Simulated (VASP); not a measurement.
# K12Br11 (a cell with a defect) in VASP: single point with PBEsol

Aim: the single point of K12Br11 (a cell with a defect) with PBEsol.

Program: VASP 6.6.1. These are calculated values, not measurements. Logs are shortened: lines on timing, memory, paths and dates and some standing lists are left out, and cuts for length are marked.

## (1) The cell of the first run

The cell holds a defect, 23 atoms: a = 9.634 Å, b = 9.634 Å, c = 9.634 Å, α = 80.41°, β = 70.53°, γ = 60.00°.

## (2) Single point, PBEsol

INCAR

```
PREC     = Accurate       # precision mode
ENCUT    = 520            # plane-wave cutoff, eV
EDIFF    = 1E-6           # SCF threshold, eV
ISMEAR   = 0              # smearing method
SIGMA    = 0.05           # smearing width, eV
LREAL    = Auto         
LASPH    = True           # aspherical terms in the spheres
NELM     = 80             # most SCF steps
ALGO     = Normal         # electronic algorithm
ISIF     = 2              # what is computed and relaxed
LWAVE    = False          # write WAVECAR
LCHARG   = False          # write CHGCAR
GGA      = PS             # functional
NBANDS   = 110            # bands
NELECT   = 184.0        
KPAR     = 4
```

KPOINTS

```
Automatic mesh
0
Gamma
  4 4 2
```

POSCAR

```
K12Br11
1.0
   -3.9328691039     -7.8657382078     -3.9328691039
    3.9328691039     -3.9328691039     -7.8657382078
    3.9328691039     -7.8657382078      3.9328691039
K Br
12 11
Direct
    0.5830812967      0.3347855298      0.2500280899
    0.4846477299      0.0186071113      0.4936548099
    0.3988422638      0.6666666491      0.7557868496
    0.3321332464      0.3347854451     -0.0000281601
    0.2512000715     -0.0014521205      0.2500281535
    0.1844911177      0.6666666491      0.4942131809
    1.0002520160     -0.0014521205     -0.0000281601
    0.9232089400      0.6666666491      0.2312048090
    0.6601243727      0.6666667338      0.0187951208
    0.0986855880      0.3147262132      0.7563451570
    0.8365881658      0.3147262132      0.4936548099
    0.7467451257      0.0186071113      0.7563451570
    0.4573411596      0.3353177113      0.6250000153
    0.4065638107      0.9744913697      0.8581318526
    0.2916666484      0.6666667338      0.1250000285
    0.1767695919      0.3588420131      0.3918681144
    0.1259922219      0.9980155868      0.6250000153
    0.9664189127      0.3171621786      0.1250000285
    0.8689448449      0.9744914545      0.3918681144
    0.6169144423      1.0161711195      0.1250000285
    0.0211088897      0.6666667338      0.8621104365
    0.5622244071      0.6666667338      0.3878895940
    0.7143884255      0.3588420131      0.8581319161
```

Potentials or basis: VASP PAW PBE potentials, release 64 (K_sv, Br).

Started as:

```console
$ cat potpaw_PBE.64/K_sv/POTCAR potpaw_PBE.64/Br/POTCAR > POTCAR
$ mpirun -np 4 vasp_std > vasp.out
```

OUTCAR:

```text
PREC = Accurate
   ENCUT = 520
   EDIFF = 1E-6
   ISMEAR = 0
   LREAL = Auto
   LASPH = True
   NELM = 80
   ISIF = 2
   GGA = PS
   NELECT = 184.0

 ion  position               nearest neighbor table
   1  0.583  0.335  0.250-
   2  0.485  0.019  0.494-  10 3.73
   3  0.399  0.667  0.756-   6 3.75
   4  0.332  0.335  1.000-
   5  0.251  0.999  0.250-
   6  0.184  0.667  0.494-   3 3.75
   7  0.000  0.999  1.000-
   8  0.923  0.667  0.231-  22 3.30  16 3.30  19 3.30   9 3.75
   9  0.660  0.667  0.019-  21 3.30  14 3.30  23 3.30   8 3.75
  10  0.099  0.315  0.756-   2 3.73
  11  0.837  0.315  0.494-  12 3.73
  12  0.747  0.019  0.756-  11 3.73
  13  0.457  0.335  0.625-
  14  0.407  0.974  0.858-   9 3.30
  15  0.292  0.667  0.125-
  16  0.177  0.359  0.392-   8 3.30
  17  0.126  0.998  0.625-
  18  0.966  0.317  0.125-
  19  0.869  0.974  0.392-   8 3.30
  20  0.617  0.016  0.125-
  21  0.021  0.667  0.862-   9 3.30
  22  0.562  0.667  0.388-   8 3.30
  23  0.714  0.359  0.858-   9 3.30

  LATTYP: Found a base centered monoclinic cell.
 ALAT       =     9.6335225297
 B/A-ratio  =     1.7320508076
 C/A-ratio  =     1.0000000000
 COS(beta)  =    -0.3333333333

  Lattice vectors:

 A1 = (   7.8657382078,   3.9328691039,  -3.9328691039)
 A2 = (  -3.9328691039,   3.9328691039,   7.8657382078)
 A3 = (   3.9328691039,  -7.8657382078,   3.9328691039)

Analysis of symmetry for initial positions (statically):
=====================================================================
 Subroutine PRICEL returns:
 Original cell was already a primitive cell.

 Routine SETGRP: Setting up the symmetry group for a
 base centered monoclinic supercell.

 Subroutine GETGRP returns: Found  4 space group operations
 (whereof  1 operations were pure point group operations)
 out of a pool of  4 trial point group operations.

The static configuration has the point symmetry C_1 .
 The point group associated with its full space group is C_2h.

Analysis of symmetry for dynamics (positions and initial velocities):
=====================================================================
 Subroutine PRICEL returns:
 Original cell was already a primitive cell.

 Routine SETGRP: Setting up the symmetry group for a
 base centered monoclinic supercell.

 Subroutine GETGRP returns: Found  4 space group operations
 (whereof  1 operations were pure point group operations)
 out of a pool of  4 trial point group operations.

The dynamic configuration has the point symmetry C_1 .
 The point group associated with its full space group is C_2h.

 Subroutine INISYM returns: Found  4 space group operations
 (whereof  1 operations are pure point group operations),
 and found     1 'primitive' translations

----------------------------------------------------------------------------------------

                                     Primitive cell

  volume of cell :     729.9779

  direct lattice vectors                    reciprocal lattice vectors
    -3.932869104 -7.865738208 -3.932869104    -0.105944707 -0.063566824 -0.021188941
     3.932869104 -3.932869104 -7.865738208     0.084755766  0.000000000 -0.084755766
     3.932869104 -7.865738208  3.932869104     0.063566824 -0.063566824  0.063566824

  length of vectors
     9.633522530  9.633522530  9.633522530     0.125355468  0.119862754  0.110100970

  position of ions in fractional coordinates (direct lattice)
     0.583081297  0.334785530  0.250028090
     0.484647730  0.018607111  0.493654810
     0.398842264  0.666666649  0.755786850
     0.332133246  0.334785445  0.999971840
     0.251200072  0.998547880  0.250028153
     0.184491118  0.666666649  0.494213181
[... 15 lines left out ...]
     0.562224407  0.666666734  0.387889594
     0.714388425  0.358842013  0.858131916

  ion indices of the primitive-cell ions
   primitive index   ion index
                 1           1
                 2           2
                 3           3
                 4           4
                 5           5
                 6           6
[... 15 lines left out ...]
                22          22
                23          23

----------------------------------------------------------------------------------------

 KPOINTS: Automatic mesh

Automatic generation of k-mesh.
 Grid dimensions read from file:
 generate k-points for:    4    4    2

 Generating k-lattice:

  Cartesian coordinates                     Fractional coordinates (reciprocal lattice)
    -0.026486177 -0.015891706 -0.005297235     0.250000000 -0.000000000 -0.000000000
     0.021188941  0.000000000 -0.021188941     0.000000000  0.250000000  0.000000000
     0.031783412 -0.031783412  0.031783412     0.000000000  0.000000000  0.500000000

  Length of vectors
     0.031338867  0.029965688  0.055050485

  Shift w.r.t. Gamma in fractional coordinates (k-lattice)
     0.000000000  0.000000000  0.000000000

 Subroutine IBZKPT returns following result:
 ===========================================

 Found     14 irreducible k-points:

 Following reciprocal coordinates:
            Coordinates               Weight
  0.000000  0.000000  0.000000      1.000000
  0.250000  0.000000 -0.000000      4.000000
  0.500000  0.000000 -0.000000      2.000000
  0.000000  0.250000  0.000000      2.000000
  0.500000  0.250000  0.000000      2.000000
 -0.250000  0.250000 -0.000000      4.000000
  0.000000  0.500000  0.000000      1.000000
  0.000000 -0.000000  0.500000      1.000000
  0.250000 -0.000000  0.500000      4.000000
  0.500000  0.000000  0.500000      2.000000
 -0.000000  0.250000  0.500000      2.000000
  0.500000  0.250000  0.500000      2.000000
 -0.250000  0.250000  0.500000      4.000000
  0.000000  0.500000  0.500000      1.000000
   k-points           NKPTS =     14   k-points in BZ     NKDIM =     14   number of bands    NBANDS=    110
   number of dos      NEDOS =    301   number of ions     NIONS =     23
   total plane-waves  NPLWV = 373248
   dimension x,y,z NGX =    72 NGY =   72 NGZ =   72
   dimension x,y,z NGXF=   144 NGYF=  144 NGZF=  144
   ions per type =              12  11
   NGX,Y,Z   is equivalent  to a cutoff of  12.43, 12.43, 12.43 a.u.
   NGXF,Y,Z  is equivalent  to a cutoff of  24.85, 24.85, 24.85 a.u.
 SYSTEM =  unknown system
   PREC   = accura    normal or accurate (medium, high low for compatibility)
   ISTART =      0    job   : 0-new  1-cont  2-samecut
   ICHARG =      2    charge: 1-file 2-atom 10-const
   ISPIN  =      1    spin polarized calculation?
   LNONCOLLINEAR =      F non collinear calculations
   LSORBIT =      F    spin-orbit coupling
   LASPH  =      T    aspherical Exc in radial PAW
   ENCUT  =  520.0 eV  38.22 Ry    6.18 a.u.  17.91 17.91 17.91*2*pi/ulx,y,z
   NELM   =     80;   NELMIN=  2; NELMDL= -5     # of ELM steps
   EDIFF  = 0.1E-05   stopping-criterion for ELM
   LREAL  =      T    real-space projection
   EDIFFG = 0.1E-04   stopping-criterion for IOM
   NSW    =      0    number of steps for IOM
   IBRION =     -1    ionic relax: 0-MD 1-quasi-New 2-CG
   NFREE  =      0    steps in history (QN), initial steepest desc. (CG)
   ISIF   =      2    stress and relaxation
   ISYM   =      2    0-nonsym 1-usesym 2-fastsym
   POTIM  = 0.5000    time-step for ionic-motion
   TEBEG  =    0.0;   TEEND  =   0.0 temperature during run
   PSTRESS=    0.0 pullay stress
   NELECT =     184.0000    total number of electrons
   NUPDOWN=      -1.0000    fix difference up-down
   EMIN   =  10.00;   EMAX   =-10.00  energy-range for DOS
   EFERMI =   0.00;   METHOD = LEGACY
   ISMEAR =     0;   SIGMA  =   0.05  broadening in eV -4-tet -1-fermi 0-gaus
   EFERMI_NEDOS =   21; number of points for ismear=-14 and -15
   IALGO  =     38    algorithm
   IMIX   =      4    mixing-type and parameters
     AMIX     =   0.40;   BMIX     =  1.00
     AMIX_MAG =   1.60;   BMIX_MAG =  1.00
  volume/ion in A,a.u.               =      31.74       214.18
  Fermi-wavevector in a.u.,A,eV,Ry     =   1.034136  1.954233 14.550569  1.069437
  Thomas-Fermi vector in A             =   2.168416
   LORBIT       =      0    0 simple, 1 ext, 2 COOP (PROOUT), +10 PAW based schemes
   GGA     = PS    functional components
   LHFCALC =     F    Hartree Fock is set to
   AEXX    =    0.0000 exact exchange contribution
   IVDW    =     0    specifies the selected vdW correction
   LEPSILON=     F    determine dielectric tensor
   LRPA    =     F    only Hartree local field effects (RPA)
 non-spin polarized calculation
 Gauss-broadening in eV      SIGMA  =   0.05
  energy-cutoff  :      520.00
  volume of cell :      729.98
 maximum number of plane-waves:     19698
   NGX = 35   NGY = 35   NGZ = 35

 number of electron     183.9999998 magnetization

 Free energy of the ion-electron system (eV)
  ---------------------------------------------------
  ext. energy  EPLUGINS =         0.00000000
  ---------------------------------------------------
  free energy    TOTEN  =       -73.91854351 eV

  energy without entropy =      -73.91854351  energy(sigma->0) =      -73.91854351

 E-fermi :  -0.4407     XC(G=0):  -8.0610

 val. band max:       -0.7412468193   @ k =   0.0000   0.5000   0.0000
 cond. band min:       3.0822227206   @ k =   0.0000   0.0000   0.0000
 fundamental gap:      3.8234695398
 Fermi energy:        -0.4407275701

 k-point     1 :       0.0000    0.0000    0.0000
  band No.  band energies     occupation
      1     -29.0957      2.00000
      2     -29.0877      2.00000
      3     -29.0876      2.00000
      4     -29.0821      2.00000
      5     -28.9415      2.00000
      6     -28.9293      2.00000
[... 96 lines left out ...]
    103       5.7705      0.00000
    104       5.9862      0.00000

 k-point     2 :       0.2500    0.0000   -0.0000
  band No.  band energies     occupation
      1     -29.0950      2.00000
      2     -29.0904      2.00000
      3     -29.0853      2.00000
      4     -29.0824      2.00000
      5     -28.9415      2.00000
      6     -28.9293      2.00000
[... 1276 lines left out ...]
 k-point    14 :       0.0000    0.5000    0.5000
  band No.  band energies     occupation
      1     -29.0949      2.00000
      2     -29.0884      2.00000
      3     -29.0882      2.00000
      4     -29.0816      2.00000
      5     -28.9415      2.00000
      6     -28.9293      2.00000
[... 96 lines left out ...]
    103       5.6978      0.00000
    104       5.7517      0.00000
 [bands above 104 left out]

------------------------ aborting loop because EDIFF is reached ----------------------------------------

  FORCE on cell =-STRESS in cart. coord.  units (eV):
  Direction    XX          YY          ZZ          XY          YZ          ZX
  --------------------------------------------------------------------------------------
  -------------------------------------------------------------------------------------
  Total       -4.5830023     -4.5112574     -4.5830023      0.0587915      0.0587912     -0.0407490
  in kB      -10.0589103     -9.9014424    -10.0589103      0.1290374      0.1290367     -0.0894372
  external PRESSURE =     -10.0064210 kB  Pullay stress =       0.0000000 kB

 VOLUME and BASIS-vectors are now :
 -----------------------------------------------------------------------------
  energy-cutoff  :      520.00
  volume of cell :      729.98
      direct lattice vectors                 reciprocal lattice vectors
    -3.932869104 -7.865738208 -3.932869104    -0.105944707 -0.063566824 -0.021188941
     3.932869104 -3.932869104 -7.865738208     0.084755766  0.000000000 -0.084755766
     3.932869104 -7.865738208  3.932869104     0.063566824 -0.063566824  0.063566824

 POSITION                                       TOTAL-FORCE (eV/Angst)
 -----------------------------------------------------------------------------------
      0.00681     -7.86969     -3.94319        -0.007002      0.001537     -0.000402
      0.10860     -7.76825     -0.11093         0.006364     -0.006722     -0.007006
      4.02573    -11.70392     -3.84001        -0.006418      0.001067     -0.006418
      3.94319    -11.79466     -0.00681         0.000402     -0.001537      0.007002
      3.92255     -7.86969     -7.85893        -0.000402      0.001537     -0.007002
      3.84001     -7.96042     -4.02573         0.006418     -0.001067      0.006418
[... 15 lines left out ...]
      1.93628    -10.09526     -5.92946        -0.000326      0.004781     -0.000326
      1.97660    -13.78031     -2.25723         0.005978     -0.001480     -0.002440
 -----------------------------------------------------------------------------------
    total drift:                               -0.000869     -0.003267      0.005170

  FREE ENERGIE OF THE ION-ELECTRON SYSTEM (eV)
  ---------------------------------------------------
  free  energy   TOTEN  =       -73.9185435096 eV

  energy  without entropy=      -73.9185435096  energy(sigma->0) =      -73.91854351
```

Wall time 10 min (4 MPI ranks of AMD EPYC 7R43 (Zen 3), shared host); peak memory 1.1 GiB.

What came out:

```
Free energy   : -73.9185 eV
Largest force : 0.017 eV/Å
```

Forces in eV/Å, atoms in the order of the input:
```
K   -0.007  0.002  0.000
K    0.006 -0.007 -0.007
K   -0.006  0.001 -0.006
K    0.000 -0.002  0.007
K    0.000  0.002 -0.007
K    0.006 -0.001  0.006
K    0.007 -0.002  0.000
K    0.012 -0.006  0.012
K   -0.012  0.006 -0.012
K   -0.006  0.007  0.007
K   -0.007 -0.007  0.006
K    0.007  0.007 -0.006
Br   0.006  0.000 -0.006
Br  -0.002 -0.001  0.006
Br   0.000  0.000  0.000
Br   0.002  0.001 -0.006
Br  -0.006  0.000  0.006
Br  -0.012  0.000  0.012
Br  -0.006  0.001  0.002
Br   0.012  0.000 -0.012
Br   0.000 -0.005  0.000
Br   0.000  0.005  0.000
Br   0.006 -0.001 -0.002
```

Levels at points of the mesh, in eV from the Fermi level:
```
           k point  band 88  band 89  band 90  band 91  band 92  band 93  band 94  band 95  band 96  band 97
(0.00, 0.00, 0.00)    -0.56    -0.49    -0.46    -0.40    -0.34     3.52     5.40     5.56     5.56     5.56
(0.50, 0.00, 0.00)    -0.62    -0.61    -0.57    -0.53    -0.43     4.52     4.86     5.54     5.59     5.73
(0.00, 0.50, 0.00)    -0.58    -0.51    -0.48    -0.43    -0.30     4.44     4.80     5.06     5.72     5.82
(0.00, 0.00, 0.50)    -0.63    -0.60    -0.59    -0.44    -0.38     4.41     4.62     5.57     5.68     5.71
(0.50, 0.00, 0.50)    -0.65    -0.53    -0.46    -0.42    -0.37     4.66     5.06     5.08     5.52     5.72
(0.00, 0.50, 0.50)    -0.65    -0.62    -0.59    -0.52    -0.47     4.75     5.33     5.44     5.45     5.56
```

Caveat: the cell carries a net charge on a neutralising background, which shifts energy and pressure; the cell is charged against a uniform background, so pressure and absolute levels hang on convention; the PAW data sets were made with another functional, which shifts forces and pressure a little.
